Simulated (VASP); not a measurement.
# MgCd3O4 (Pm-3m) in VASP: single point with PBE

Aim: the single point of MgCd3O4 with PBE.

Everything below comes from runs of VASP 6.6.1. Logs are shortened: lines on timing, memory, paths and dates and some standing lists are left out, and cuts for length are marked.

### 1 The cell of the first run

It takes space group Pm-3m (No. 221, cubic). The conventional cell has a = 4.727 Å, b = 4.727 Å, c = 4.727 Å, α = 90.00°, β = 90.00°, γ = 90.00°. Within 3.1 Å of Mg (site symmetry m-3m) lie 6 O at 2.36 Å. Cd (site symmetry 4/mmm) has 6 O at 2.36 Å within 3.1 Å. O (site symmetry m-3m) has 6 Cd at 2.36 Å within 3.1 Å. O (site symmetry 4/mmm) has 2 Mg at 2.36 Å and 4 Cd at 2.36 Å within 3.1 Å.

### 2 Single point, PBE (volume scaled by 1.03)

File INCAR:

```
ALGO = Normal
EDIFF = 1E-6
ENCUT = 520
GGA = PE
ISIF = 2
ISMEAR = 0
LASPH = T
LCHARG = T
LELF = T
LREAL = F
LVHAR = T
LWAVE = F
NBANDS = 41
NELM = 80
PREC = Accurate
SIGMA = 0.1
```

File KPOINTS:

```
k-points
0
Gamma
  8 8 8
```

File POSCAR:

```
MgCd3O4
1.0
    4.7266395881      0.0000000000      0.0000000000
    0.0000000000      4.7266395881      0.0000000000
    0.0000000000      0.0000000000      4.7266395881
Mg Cd O
1 3 4
Direct
    0.5000000000      0.5000000000      0.5000000000
    0.0000000000      0.0000000000      0.5000000000
    0.0000000000      0.5000000000      0.0000000000
    0.5000000000      0.0000000000      0.0000000000
    0.0000000000      0.0000000000      0.0000000000
    0.5000000000      0.5000000000      0.0000000000
    0.5000000000      0.0000000000      0.5000000000
    0.0000000000      0.5000000000      0.5000000000
```

Potentials or basis: VASP PAW PBE potentials, release 64 (Mg, Cd, O).

The run is started by

```bash
$ cat potpaw_PBE.64/Mg/POTCAR potpaw_PBE.64/Cd/POTCAR potpaw_PBE.64/O/POTCAR > POTCAR
$ mpirun -np 1 vasp_std > vasp.out
```

OUTCAR:

```text
EDIFF = 1E-6
   ENCUT = 520
   GGA = PE
   ISIF = 2
   ISMEAR = 0
   LASPH = T
   LREAL = F
   NELM = 80
   PREC = Accurate

 ion  position               nearest neighbor table
   1  0.500  0.500  0.500-   6 2.36   7 2.36   8 2.36   6 2.36   7 2.36   8 2.36   3 3.34   4 3.34
                             2 3.34   2 3.34   4 3.34   3 3.34   4 3.34   2 3.34   3 3.34   4 3.34
   2  0.000  0.000  0.500-   5 2.36   7 2.36   8 2.36   5 2.36   8 2.36   7 2.36   3 3.34   4 3.34
                             1 3.34   1 3.34   3 3.34   3 3.34   3 3.34   1 3.34   4 3.34   4 3.34
   3  0.000  0.500  0.000-   5 2.36   6 2.36   8 2.36   8 2.36   5 2.36   6 2.36   1 3.34   2 3.34
                             1 3.34   2 3.34   4 3.34   2 3.34   2 3.34   1 3.34   4 3.34   4 3.34
   4  0.500  0.000  0.000-   5 2.36   6 2.36   7 2.36   7 2.36   6 2.36   5 2.36   1 3.34   2 3.34
                             1 3.34   1 3.34   3 3.34   2 3.34   1 3.34   2 3.34   3 3.34   3 3.34
   5  0.000  0.000  0.000-   2 2.36   3 2.36   4 2.36   2 2.36   3 2.36   4 2.36
   6  0.500  0.500  0.000-   1 2.36   3 2.36   4 2.36   1 2.36   4 2.36   3 2.36
   7  0.500  0.000  0.500-   1 2.36   2 2.36   4 2.36   4 2.36   1 2.36   2 2.36
   8  0.000  0.500  0.500-   1 2.36   2 2.36   3 2.36   3 2.36   2 2.36   1 2.36

  LATTYP: Found a simple cubic cell.
 ALAT       =     4.7266395881

  Lattice vectors:

 A1 = (   4.7266395881,   0.0000000000,   0.0000000000)
 A2 = (   0.0000000000,   4.7266395881,   0.0000000000)
 A3 = (   0.0000000000,   0.0000000000,   4.7266395881)

Analysis of symmetry for initial positions (statically):
=====================================================================
 Subroutine PRICEL returns:
 Original cell was already a primitive cell.

 Routine SETGRP: Setting up the symmetry group for a
 simple cubic supercell.

 Subroutine GETGRP returns: Found 48 space group operations
 (whereof 48 operations were pure point group operations)
 out of a pool of 48 trial point group operations.

The static configuration has the point symmetry O_h .

Analysis of symmetry for dynamics (positions and initial velocities):
=====================================================================
 Subroutine PRICEL returns:
 Original cell was already a primitive cell.

 Routine SETGRP: Setting up the symmetry group for a
 simple cubic supercell.

 Subroutine GETGRP returns: Found 48 space group operations
 (whereof 48 operations were pure point group operations)
 out of a pool of 48 trial point group operations.

The dynamic configuration has the point symmetry O_h .

 Subroutine INISYM returns: Found 48 space group operations
 (whereof 48 operations are pure point group operations),
 and found     1 'primitive' translations

----------------------------------------------------------------------------------------

                                     Primitive cell

  volume of cell :     105.5984

  direct lattice vectors                    reciprocal lattice vectors
     4.726639588  0.000000000  0.000000000     0.211566797  0.000000000  0.000000000
     0.000000000  4.726639588  0.000000000     0.000000000  0.211566797  0.000000000
     0.000000000  0.000000000  4.726639588     0.000000000  0.000000000  0.211566797

  length of vectors
     4.726639588  4.726639588  4.726639588     0.211566797  0.211566797  0.211566797

  position of ions in fractional coordinates (direct lattice)
     0.500000000  0.500000000  0.500000000
     0.000000000  0.000000000  0.500000000
     0.000000000  0.500000000  0.000000000
     0.500000000  0.000000000  0.000000000
     0.000000000  0.000000000  0.000000000
     0.500000000  0.500000000  0.000000000
     0.500000000  0.000000000  0.500000000
     0.000000000  0.500000000  0.500000000

  ion indices of the primitive-cell ions
   primitive index   ion index
                 1           1
                 2           2
                 3           3
                 4           4
                 5           5
                 6           6
                 7           7
                 8           8

----------------------------------------------------------------------------------------

 KPOINTS: k-points

Automatic generation of k-mesh.
 Grid dimensions read from file:
 generate k-points for:    8    8    8

 Generating k-lattice:

  Cartesian coordinates                     Fractional coordinates (reciprocal lattice)
     0.026445850  0.000000000  0.000000000     0.125000000  0.000000000  0.000000000
     0.000000000  0.026445850  0.000000000     0.000000000  0.125000000  0.000000000
     0.000000000  0.000000000  0.026445850     0.000000000  0.000000000  0.125000000

  Length of vectors
     0.026445850  0.026445850  0.026445850

  Shift w.r.t. Gamma in fractional coordinates (k-lattice)
     0.000000000  0.000000000  0.000000000

 Subroutine IBZKPT returns following result:
 ===========================================

 Found     35 irreducible k-points:

 Following reciprocal coordinates:
            Coordinates               Weight
  0.000000  0.000000  0.000000      1.000000
  0.125000  0.000000  0.000000      6.000000
  0.250000  0.000000  0.000000      6.000000
  0.375000  0.000000  0.000000      6.000000
  0.500000  0.000000  0.000000      3.000000
  0.125000  0.125000  0.000000     12.000000
[... 16 lines left out ...]
  0.375000  0.375000  0.125000     24.000000
  0.500000  0.375000  0.125000     24.000000
 [... further k-points ...]
   k-points           NKPTS =     35   k-points in BZ     NKDIM =     35   number of bands    NBANDS=     41
   number of dos      NEDOS =    301   number of ions     NIONS =      8
   total plane-waves  NPLWV =  46656
   dimension x,y,z NGX =    36 NGY =   36 NGZ =   36
   dimension x,y,z NGXF=    72 NGYF=   72 NGZF=   72
   ions per type =               1   3   4
   NGX,Y,Z   is equivalent  to a cutoff of  12.66, 12.66, 12.66 a.u.
   NGXF,Y,Z  is equivalent  to a cutoff of  25.32, 25.32, 25.32 a.u.
 SYSTEM =  unknown system
   PREC   = accura    normal or accurate (medium, high low for compatibility)
   ISTART =      0    job   : 0-new  1-cont  2-samecut
   ICHARG =      2    charge: 1-file 2-atom 10-const
   ISPIN  =      1    spin polarized calculation?
   LNONCOLLINEAR =      F non collinear calculations
   LSORBIT =      F    spin-orbit coupling
   LASPH  =      T    aspherical Exc in radial PAW
   ENCUT  =  520.0 eV  38.22 Ry    6.18 a.u.   8.79  8.79  8.79*2*pi/ulx,y,z
   NELM   =     80;   NELMIN=  2; NELMDL= -5     # of ELM steps
   EDIFF  = 0.1E-05   stopping-criterion for ELM
   LREAL  =      F    real-space projection
   EDIFFG = 0.1E-04   stopping-criterion for IOM
   NSW    =      0    number of steps for IOM
   IBRION =     -1    ionic relax: 0-MD 1-quasi-New 2-CG
   NFREE  =      0    steps in history (QN), initial steepest desc. (CG)
   ISIF   =      2    stress and relaxation
   ISYM   =      2    0-nonsym 1-usesym 2-fastsym
   POTIM  = 0.5000    time-step for ionic-motion
   TEBEG  =    0.0;   TEEND  =   0.0 temperature during run
   PSTRESS=    0.0 pullay stress
   NELECT =      62.0000    total number of electrons
   NUPDOWN=      -1.0000    fix difference up-down
   EMIN   =  10.00;   EMAX   =-10.00  energy-range for DOS
   EFERMI =   0.00;   METHOD = LEGACY
   ISMEAR =     0;   SIGMA  =   0.10  broadening in eV -4-tet -1-fermi 0-gaus
   EFERMI_NEDOS =   21; number of points for ismear=-14 and -15
   IALGO  =     38    algorithm
   IMIX   =      4    mixing-type and parameters
     AMIX     =   0.40;   BMIX     =  1.00
     AMIX_MAG =   1.60;   BMIX_MAG =  1.00
  volume/ion in A,a.u.               =      13.20        89.08
  Fermi-wavevector in a.u.,A,eV,Ry     =   1.370838  2.590509 25.568037  1.879198
  Thomas-Fermi vector in A             =   2.496589
   LORBIT       =      0    0 simple, 1 ext, 2 COOP (PROOUT), +10 PAW based schemes
   GGA     = PE    functional components
   LHFCALC =     F    Hartree Fock is set to
   AEXX    =    0.0000 exact exchange contribution
   IVDW    =     0    specifies the selected vdW correction
   LEPSILON=     F    determine dielectric tensor
   LRPA    =     F    only Hartree local field effects (RPA)
 non-spin polarized calculation
 Gauss-broadening in eV      SIGMA  =   0.10
  energy-cutoff  :      520.00
  volume of cell :      105.60
 maximum number of plane-waves:      2897
 NGX is ok and might be reduce to    36
   NGX = 17   NGY = 17   NGZ = 17

 number of electron      62.0000036 magnetization

 Free energy of the ion-electron system (eV)
  ---------------------------------------------------
  ext. energy  EPLUGINS =         0.00000000
  ---------------------------------------------------
  free energy    TOTEN  =       -34.32642215 eV

  energy without entropy =      -34.32581066  energy(sigma->0) =      -34.32611641

 E-fermi :   2.0441     XC(G=0): -11.0881

 val. band max:        1.9493581617   @ k =   0.5000   0.5000   0.5000
 cond. band min:       2.3644887581   @ k =   0.1250   0.0000   0.0000
 fundamental gap:      0.4151305964
 Fermi energy:         2.0441389324

 k-point     1 :       0.0000    0.0000    0.0000
  band No.  band energies     occupation
      1     -15.2343      2.00000
      2     -14.6699      2.00000
      3     -14.5293      2.00000
      4     -14.5293      2.00000
      5      -5.0434      2.00000
      6      -5.0434      2.00000
[... 33 lines left out ...]
     40      11.9024      0.00000
     41      11.9024      0.00000

 k-point     2 :       0.1250    0.0000    0.0000
  band No.  band energies     occupation
      1     -15.2013      2.00000
      2     -14.6646      2.00000
      3     -14.5399      2.00000
      4     -14.5147      2.00000
      5      -5.0360      2.00000
      6      -5.0302      2.00000
[... 33 lines left out ...]
     40      11.7008      0.00000
     41      11.9547      0.00000

 k-point     3 :       0.2500    0.0000    0.0000
  band No.  band energies     occupation
      1     -15.1108      2.00000
      2     -14.6654      2.00000
      3     -14.5631      2.00000
      4     -14.4791      2.00000
      5      -5.0171      2.00000
      6      -4.9890      2.00000
[... 875 lines left out ...]
      2     -14.6000      2.00000
      3     -14.5651      2.00000
      4     -14.4713      2.00000
      5      -5.2362      2.00000
      6      -5.1939      2.00000
[... 33 lines left out ...]
     40      11.3851      0.00000
     41      11.4817      0.00000

 k-point    24 :       0.5000    0.3750    0.1250
  band No.  band energies     occupation
      1     -14.7050      2.00000
      2     -14.6170      2.00000
      3     -14.5584      2.00000
      4     -14.4754      2.00000
      5      -5.2852      2.00000
      6      -5.2687      2.00000
[... 33 lines left out ...]
     40      11.2202      0.00000
     41      11.4616      0.00000

 [... further k-points ...]
[... 5 lines left out ...]
  --------------------------------------------------------------------------------------
  -------------------------------------------------------------------------------------
  Total       -1.7996549     -1.7996549     -1.7996549     -0.0000000     -0.0000000     -0.0000000
  in kB      -27.3050110    -27.3050110    -27.3050110     -0.0000000     -0.0000000     -0.0000000
  external PRESSURE =     -27.3050110 kB  Pullay stress =       0.0000000 kB

 VOLUME and BASIS-vectors are now :
 -----------------------------------------------------------------------------
  energy-cutoff  :      520.00
  volume of cell :      105.60
      direct lattice vectors                 reciprocal lattice vectors
     4.726639588  0.000000000  0.000000000     0.211566797  0.000000000  0.000000000
     0.000000000  4.726639588  0.000000000     0.000000000  0.211566797  0.000000000
     0.000000000  0.000000000  4.726639588     0.000000000  0.000000000  0.211566797

 POSITION                                       TOTAL-FORCE (eV/Angst)
 -----------------------------------------------------------------------------------
      2.36332      2.36332      2.36332         0.000000      0.000000      0.000000
      0.00000      0.00000      2.36332         0.000000      0.000000      0.000000
      0.00000      2.36332      0.00000         0.000000      0.000000      0.000000
      2.36332      0.00000      0.00000         0.000000      0.000000      0.000000
      0.00000      0.00000      0.00000         0.000000      0.000000      0.000000
      2.36332      2.36332      0.00000         0.000000      0.000000      0.000000
      2.36332      0.00000      2.36332         0.000000      0.000000      0.000000
      0.00000      2.36332      2.36332         0.000000      0.000000      0.000000
 -----------------------------------------------------------------------------------
    total drift:                                0.000000     -0.000000     -0.000000

  FREE ENERGIE OF THE ION-ELECTRON SYSTEM (eV)
  ---------------------------------------------------
  free  energy   TOTEN  =       -34.3264221506 eV

  energy  without entropy=      -34.3258106613  energy(sigma->0) =      -34.32611641
```

Run time: 2.2 min. Hardware: 1 thread of Intel Xeon Platinum 8488C (Sapphire Rapids), shared host; peak memory 0.27 GiB.

Results:

- Free energy: -34.3264 eV
- Pressure: -2.7 GPa
- Band gap on the k mesh: zero (band 31 reaches 1.95 eV, above the bottom of band 32 at 1.73 eV)
